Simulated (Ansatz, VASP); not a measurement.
## One calculation of Re, two programs

```
Re
1.0
     1.38392    0.79901    6.69861
    -1.38392    0.79901    6.69861
     0.00000   -1.59802    6.69861
Re
3
Direct
  0.00000 0.00000 0.00000
  0.22217 0.22217 0.22217
  0.77783 0.77783 0.77783
```

Alike in both runs: task single point; functional PBEsol; k mesh 11 × 11 × 11; occupations gaussian, width 0.05 eV; no spin polarisation.

```csv
,VASP,Ansatz
version,VASP 6.6.1,Ansatz 0.2.0
potentials or method,"VASP PAW PBE potentials, release 64 (Re), cutoff 520 eV","plane waves, PAW"
valence electrons in the cell,21,45
```

|  | VASP | Ansatz | Ansatz less VASP |
| --- | --- | --- | --- |
| pressure (GPa) | -6.4 | -6.3 | +0.14 |
| traceless stress, the component that is largest in VASP (GPa) | -0.30 | -0.26 | +0.037 |

VASP's potentials were made for PBE, not for PBEsol. VASP's potentials hold 21 valence electrons a cell and Ansatz's 45, so a difference there can come from the potentials and not from the codes. Ansatz's warnings: stress scf threshold loose.

Neither program's run includes spin-orbit coupling.
